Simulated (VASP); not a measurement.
A run of VASP 6.6.1 is set up as follows.

Contents of INCAR:

```
SYSTEM = Si2W
  ALGO = Normal
  EDIFF = 1E-7
  ENCUT = 520
  GGA = PS
  ISIF = 2
  ISMEAR = -1
  LASPH = .True.
  LCHARG = .False.
  LREAL = .False.
  LWAVE = .False.
  NBANDS = 18
  NELM = 60
  PREC = Accurate
  SIGMA = 0.03
```

Contents of KPOINTS:

```
k-points
0
Gamma
  18 18 18
  0 0 0
```

POSCAR

```
Si2W
1.0
   -1.6166360716      1.6166360716      3.9660934757
    1.6166360716     -1.6166360716      3.9660934757
    1.6166360716      1.6166360716     -3.9660934757
Si W
2 1
Direct
    0.3330000000      0.3330000000      0.0000000000
    0.6670000000      0.6670000000      0.0000000000
    0.0000000000      0.0000000000      0.0000000000
```

Potentials or basis: VASP PAW PBE potentials, release 64 (Si, W_sv).

Command:

```sh
$ cat potpaw_PBE.64/Si/POTCAR potpaw_PBE.64/W_sv/POTCAR > POTCAR
$ mpirun -np 1 vasp_std > vasp.out
```

(1) What does it give for the largest force?

(2) Predict the band gap on the k mesh.

(3) What does it give for the pressure?

## Answers

(1) 0.312 eV/Å.

(2) zero (bands 11 and 12 overlap by 1.31 eV).

(3) -7.4 GPa.

Caveat: the cell stands under tension; the PAW data sets were made with another functional, which shifts forces and pressure a little; spin-orbit coupling is left out, which moves the levels of the heavy elements.
